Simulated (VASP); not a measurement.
A run of VASP 6.6.1:

File INCAR:

```
SYSTEM = CoSi3
ALGO = Normal
EDIFF = 1E-6
ENCUT = 520
GGA = PE
ISIF = 2
ISMEAR = 0
ISPIN = 2
LASPH = .TRUE.
LCHARG = .FALSE.
LMAXMIX = 4
LORBIT = 11
LREAL = .FALSE.
LWAVE = .FALSE.
MAGMOM = 0 0 0 2
NBANDS = 22
NELM = 150
PREC = Accurate
SIGMA = 0.1
```

The input KPOINTS:

```
k-points
0
G
  12 12 12
  0 0 0
```

POSCAR

```
CoSi3
1.0
    0.0000000000      2.9871353783      2.9871353783
    2.9871353783      0.0000000000      2.9871353783
    2.9871353783      2.9871353783      0.0000000000
Si Co
3 1
Direct
    0.2500000000      0.2500000000      0.2500000000
    0.7500000000      0.7500000000      0.7500000000
    0.5000000000      0.5000000000      0.5000000000
    0.0000000000      0.0000000000      0.0000000000
```

Potentials or basis: VASP PAW PBE potentials, release 64 (Si, Co).

Command:

```sh
$ cat potpaw_PBE.64/Si/POTCAR potpaw_PBE.64/Co/POTCAR > POTCAR
$ mpirun -np 1 vasp_std > vasp.out
```

Hardware: 1 thread of Intel(R) Xeon(R) 6975P-C (Granite Rapids) (shared host).

Question: Estimate the wall time of this run.

Answer: Wall time 74 s on 1 thread of Intel(R) Xeon(R) 6975P-C (Granite Rapids) (shared host), peak memory 0.28 GiB. Counts: scf iterations 21, k points 72.
